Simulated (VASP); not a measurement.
Write the native input for VASP 6.6.1 that does the following.

| Property | Result |
| --- | --- |
| Task | single point |
| Functional | PBE |
| Potentials or basis | VASP PAW PBE potentials, release 64 (Ir) |
| Cutoff | 520 eV |
| k mesh | 15 × 15 × 15 |
| Occupations | fermi-dirac, width 0.05 eV |
| Spin | collinear spin, ferromagnetic start |
| Starting moments | [2.0] μB |
| Dipole correction | no |
| Further INCAR settings | ALGO = Normal; EDIFF = 1e-06; NBANDS = 14 |

The structure of Ir lies in POSCAR:

```
Ir
1.0
    0.0000000000      1.9491600331      1.8621090000
    1.9491600331      0.0000000000      1.8621090000
    1.9491600331      1.9491600331      0.0000000000
Ir
1
Direct
    0.0000000000      0.0000000000      0.0000000000
```

The input as run:

INCAR

```
PREC = Accurate
ENCUT = 520
EDIFF = 1E-6
ISMEAR = -1
SIGMA = 0.05
LREAL = F
LASPH = T
NELM = 150
ALGO = Normal
ISIF = 2
LWAVE = F
LCHARG = F
ISPIN = 2
MAGMOM = 2
LORBIT = 11
LMAXMIX = 4
GGA = PE
NBANDS = 14
```

KPOINTS

```
regular mesh
0
Gamma
  15 15 15
```

Potentials or basis: VASP PAW PBE potentials, release 64 (Ir).

Command:

```console
$ cat potpaw_PBE.64/Ir/POTCAR > POTCAR
$ mpirun -np 1 vasp_std > vasp.out
```

Results of the run:

| Property | Result |
| --- | --- |
| Pressure | 10.0 GPa |
| Net moment | 0.00 μB per cell |
| Valence electrons inside the program's atomic spheres | Ir 8.40 |

Wall time 5.2 min on 1 thread of AMD EPYC 7R13, on a shared host, peak memory 0.18 GiB.
